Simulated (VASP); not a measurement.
# Be (P6_3/mmc) in VASP: notebook, part 3 of 3

VASP 6.6.1. The steps go on from the part before.

**5. Single point, r2SCAN**

Input file POSCAR:

```
Be
1.0
    2.2853000000      0.0000000000      0.0000000000
   -1.1426500000      1.9791300000      0.0000000000
    0.0000000000      0.0000000000      3.5842000000
Be
2
Direct
    0.3333333333      0.6666666667      0.2500000000
    0.6666666667      0.3333333333      0.7500000000
```

Input file INCAR.step1:

```
SYSTEM = Be
ALGO     = Normal         ! electronic algorithm
EDIFF    = 1E-4           ! SCF threshold, eV
ENCUT    = 520            ! plane-wave cutoff, eV
GGA      = PE             ! functional
ISMEAR   = -1             ! smearing method
LASPH    = .True.         ! aspherical terms in the spheres
LCHARG   = .False.        ! write CHGCAR
LREAL    = .False.        ! projectors in reciprocal space
LWAVE    = .True.         ! write WAVECAR
NBANDS   = 9              ! bands
NELM     = 100            ! most SCF steps
PREC     = Accurate       ! precision mode
SIGMA    = 0.15           ! smearing width, eV
```

Input file INCAR.step2:

```
SYSTEM = Be
ALGO     = Normal         ! electronic algorithm
EDIFF    = 1E-6           ! SCF threshold, eV
ENCUT    = 520            ! plane-wave cutoff, eV
ISIF     = 2              ! what is computed and relaxed
ISMEAR   = -1             ! smearing method
ISTART   = 1            
LASPH    = .True.         ! aspherical terms in the spheres
LCHARG   = .True.         ! write CHGCAR
LELF     = .True.         ! ELF
LMIXTAU  = .True.       
LREAL    = .False.        ! projectors in reciprocal space
LVHAR    = .True.       
LWAVE    = .False.        ! write WAVECAR
METAGGA  = R2SCAN         ! meta-GGA
NBANDS   = 9              ! bands
NELM     = 100            ! most SCF steps
PREC     = Accurate       ! precision mode
SIGMA    = 0.15           ! smearing width, eV
```

Input file KPOINTS:

```
k-points
0
Gamma
  14 14 8
  0 0 0
```

Potentials or basis: VASP PAW PBE potentials, release 64 (Be).

Command:

```sh
> cat potpaw_PBE.64/Be/POTCAR > POTCAR
> cp INCAR.step1 INCAR
> mpirun -np 1 vasp_std > vasp.out
> cp INCAR.step2 INCAR
> mpirun -np 1 vasp_std > vasp.out
```

OUTCAR:

```text
SYSTEM = Be
   EDIFF = 1E-6
   ENCUT = 520
   ISIF = 2
   ISMEAR = -1
   ISTART = 1
   LASPH = .True.
   LREAL = .False.
   METAGGA = R2SCAN
   NELM = 100
   PREC = Accurate

 ion  position               nearest neighbor table
   1  0.333  0.667  0.250-   2 2.23   2 2.23   2 2.23   2 2.23   2 2.23   2 2.23
   2  0.667  0.333  0.750-   1 2.23   1 2.23   1 2.23   1 2.23   1 2.23   1 2.23

  LATTYP: Found a hexagonal cell.
 ALAT       =     2.2853000000
 C/A-ratio  =     1.5683717674

  Lattice vectors:

 A1 = (   2.2853000000,   0.0000000000,   0.0000000000)
 A2 = (  -1.1426500000,   1.9791300000,   0.0000000000)
 A3 = (   0.0000000000,   0.0000000000,   3.5842000000)

Analysis of symmetry for initial positions (statically):
=====================================================================
 Subroutine PRICEL returns:
 Original cell was already a primitive cell.

 Routine SETGRP: Setting up the symmetry group for a
 hexagonal supercell.

 Subroutine GETGRP returns: Found 24 space group operations
 (whereof 12 operations were pure point group operations)
 out of a pool of 24 trial point group operations.

The static configuration has the point symmetry D_3d.
 The point group associated with its full space group is D_6h.

Analysis of symmetry for dynamics (positions and initial velocities):
=====================================================================
 Subroutine PRICEL returns:
 Original cell was already a primitive cell.

 Routine SETGRP: Setting up the symmetry group for a
 hexagonal supercell.

 Subroutine GETGRP returns: Found 24 space group operations
 (whereof 12 operations were pure point group operations)
 out of a pool of 24 trial point group operations.

The dynamic configuration has the point symmetry D_3d.
 The point group associated with its full space group is D_6h.

 Subroutine INISYM returns: Found 24 space group operations
[... 113 lines left out ...]
   EFERMI_NEDOS =   21; number of points for ismear=-14 and -15
   IALGO  =     38    algorithm
   IMIX   =      4    mixing-type and parameters
     AMIX     =   0.40;   BMIX     =  1.00
     AMIX_MAG =   1.60;   BMIX_MAG =  1.00
  volume/ion in A,a.u.               =       8.11        54.70
  Fermi-wavevector in a.u.,A,eV,Ry     =   1.026813  1.940396 14.345248  1.054346
  Thomas-Fermi vector in A             =   2.160726
   LORBIT       =      0    0 simple, 1 ext, 2 COOP (PROOUT), +10 PAW based schemes
   METAGGA = R2SCAN    functional components
   LHFCALC =     F    Hartree Fock is set to
   AEXX    =    0.0000 exact exchange contribution
   IVDW    =     0    specifies the selected vdW correction
   LEPSILON=     F    determine dielectric tensor
   LRPA    =     F    only Hartree local field effects (RPA)
 non-spin polarized calculation
  energy-cutoff  :      520.00
  volume of cell :       16.21
 maximum number of plane-waves:       454
 NGX is ok and might be reduce to    18
   NGX =  9   NGY =  9   NGZ = 13

 number of electron       4.0000000 magnetization

 Free energy of the ion-electron system (eV)
  ---------------------------------------------------
  ext. energy  EPLUGINS =         0.00000000
  ---------------------------------------------------
  free energy    TOTEN  =        -8.67449266 eV

  energy without entropy =       -8.66001377  energy(sigma->0) =       -8.66725321

 E-fermi :   7.0024     XC(G=0): -11.1745

 val. band max:        6.9563525621   @ k =   0.3571   0.2857   0.0000
 cond. band min:       7.0049632059   @ k =   0.2857   0.2857   0.0000
 fundamental gap:      0.0486106438
 Fermi energy:         7.0023925631

 k-point     1 :       0.0000    0.0000    0.0000
  band No.  band energies     occupation
      1      -5.1696      2.00000
      2       2.3059      2.00000
      3       7.9747      0.00306
      4      23.8561      0.00000
      5      23.8561      0.00000
      6      26.8614      0.00000
      7      26.8614      0.00000
      8      29.2634      0.00000
      9      34.9186      0.00000
[... 265 lines left out ...]
 k-point    24 :       0.3571    0.2857    0.0000
  band No.  band energies     occupation
      1       3.8028      2.00000
      2       5.2695      1.99998
      3       6.9564      1.15227
      4      13.1599      0.00000
      5      14.1462      0.00000
      6      14.5970      0.00000
      7      19.8248      0.00000
      8      21.3102      0.00000
      9      21.9420      0.00000

 [... further k-points ...]
[... 5 lines left out ...]
  --------------------------------------------------------------------------------------
  -------------------------------------------------------------------------------------
  Total       -0.3078897     -0.3078903     -0.1993329      0.0000000      0.0000000      0.0000000
  in kB      -30.4295766    -30.4296425    -19.7006126      0.0000000      0.0000000      0.0000000
  external PRESSURE =     -26.8532772 kB  Pullay stress =       0.0000000 kB

 VOLUME and BASIS-vectors are now :
 -----------------------------------------------------------------------------
  energy-cutoff  :      520.00
  volume of cell :       16.21
      direct lattice vectors                 reciprocal lattice vectors
     2.285300000  0.000000000  0.000000000     0.437579311  0.252636259  0.000000000
    -1.142650000  1.979130000  0.000000000     0.000000000  0.505272519  0.000000000
     0.000000000  0.000000000  3.584200000     0.000000000  0.000000000  0.279002288

 POSITION                                       TOTAL-FORCE (eV/Angst)
 -----------------------------------------------------------------------------------
     -0.00000      1.31942      0.89605         0.000000      0.000000      0.000000
      1.14265      0.65971      2.68815        -0.000000     -0.000000      0.000000
 -----------------------------------------------------------------------------------
    total drift:                                0.000000     -0.000000      0.000000

  FREE ENERGIE OF THE ION-ELECTRON SYSTEM (eV)
  ---------------------------------------------------
  free  energy   TOTEN  =        -8.6744926623 eV

  energy  without entropy=       -8.6600137653  energy(sigma->0) =       -8.66725321
```

OUTCAR.step1:

```text
SYSTEM = Be
   EDIFF = 1E-4
   ENCUT = 520
   GGA = PE
   ISMEAR = -1
   LASPH = .True.
   LREAL = .False.
[... 511 lines left out ...]
     -0.00000      1.31942      0.89605        -0.000000      0.000000      0.000000
      1.14265      0.65971      2.68815         0.000000     -0.000000      0.000000
 -----------------------------------------------------------------------------------
    total drift:                                0.000000     -0.000000      0.000000

  FREE ENERGIE OF THE ION-ELECTRON SYSTEM (eV)
  ---------------------------------------------------
  free  energy   TOTEN  =        -7.5285714523 eV

  energy  without entropy=       -7.5137383418  energy(sigma->0) =       -7.52115490
```

OSZICAR.step1:

```text
N       E                     dE             d eps       ncg     rms          rms(c)
DAV:   1    -0.279764796304E+01   -0.27976E+01   -0.18246E+03  2176   0.367E+02
DAV:   2    -0.753272067639E+01   -0.47351E+01   -0.45894E+01  3259   0.543E+01
DAV:   3    -0.758889800605E+01   -0.56177E-01   -0.55035E-01  2435   0.379E+00
DAV:   4    -0.758901671185E+01   -0.11871E-03   -0.11870E-03  2676   0.159E-01
DAV:   5    -0.758901675413E+01   -0.42272E-07   -0.42630E-07  2373   0.324E-03    0.119E+00
DAV:   6    -0.754608543768E+01    0.42931E-01   -0.53560E-03  2366   0.718E-01    0.728E-01
DAV:   7    -0.752859207173E+01    0.17493E-01   -0.59500E-03  2408   0.751E-01    0.261E-02
DAV:   8    -0.752857145231E+01    0.20619E-04   -0.13944E-05  2013   0.315E-02
   1 F= -.75285715E+01 E0= -.75211549E+01  d E =-.148331E-01
```

Wall time 2.4 min (1 thread of AMD EPYC 7R13, shared host); peak memory 0.1 GiB.

What came out:

```
Free energy            : -8.6745 eV
Pressure               : -2.7 GPa
Band gap on the k mesh : zero (band 2 reaches 7.65 eV, above the bottom of band 3 at 6.85 eV)
```

Stress tensor (GPa, compression positive):
```
-3.04  0.00  0.00
 0.00 -3.04  0.00
 0.00  0.00 -1.97
```

Levels at points of the mesh, in eV from the Fermi level:
```csv
k point,band 1,band 2,band 3,band 4,band 5,band 6
"(0.00, 0.00, 0.00)",-12.17,-4.70,0.97,16.85,16.85,19.86
"(0.50, 0.00, 0.00)",-5.40,-3.44,3.80,6.63,7.01,9.88
"(0.00, 0.00, 0.50)",-9.84,-9.84,11.25,11.25,18.64,18.64
"(0.50, 0.00, 0.50)",-3.87,-3.87,1.38,1.38,12.64,12.64
```

Caveat: the PAW data sets were made with another functional, which shifts forces and pressure a little.

**6. The runs side by side**

```tsv
level	gap on the mesh (eV)	pressure (GPa)
BLYP	none	-2.5
PBEsol	none	-3.5
revPBE	none	-0.2
r2SCAN	none	-2.7
```

Alike in all rows: task single point; potentials or basis VASP PAW PBE potentials, release 64 (Be); no spin polarisation; cell as given; k mesh 14 × 14 × 8; cutoff (eV) 520; smearing fermi-dirac 0.15 eV.

Every run on the cell as given and a fine mesh finds a metal. The pressure there spans -3.5 GPa (PBEsol) to -0.2 GPa (revPBE); a positive pressure means that this level wants a larger cell, a negative one a smaller.

Caveats: the PAW data sets were made with another functional, which shifts forces and pressure a little.

Total energies depend on the potentials used, so only differences within one code and one set of settings carry meaning.
